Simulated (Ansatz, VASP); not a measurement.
# Au in VASP and in Ansatz

```
CELL_PARAMETERS angstrom
2.62022 0.00000 0.00000
-1.31011 2.26918 0.00000
0.00000 0.00000 4.27879
ATOMIC_POSITIONS crystal
Au 0.33333 0.66667 0.25000
Au 0.66667 0.33333 0.75000
```

Alike in both runs: task relaxation of cell and atoms; functional PBE; k mesh 12 × 12 × 6; occupations gaussian, width 0.1 eV; no spin polarisation.

|  | VASP | Ansatz |
| --- | --- | --- |
| version | VASP 6.6.1 | Ansatz 0.2.0 |
| potentials or method | VASP PAW PBE potentials, release 64 (Au), cutoff 600 eV | scalar-relativistic, plane waves, PAW |
| valence electrons in the cell | 22 | 38 |

Ansatz gave:

```
gap on the k mesh at the Fermi level, each at its own relaxed structure (eV) : none
relaxed volume (Å³/atom)                                                     : 18.07
relaxed length of the cell vector where the two differ most in proportion (Å)              : 4.885
```

Estimate VASP's values.

gap on the k mesh at the Fermi level, each at its own relaxed structure (eV): none; relaxed volume (Å³/atom): 18.02; relaxed length of the cell vector where the two differ most in proportion (Å): 4.907.

A gap of «none» marks a metal or a gap that the smearing closes. VASP's potentials hold 22 valence electrons a cell and Ansatz's 38, so a difference there can come from the potentials and not from the codes.

Spin-orbit coupling is off throughout. Noted on VASP's run: the volume moved by over 15 % at a fixed basis, so the end points are rough.
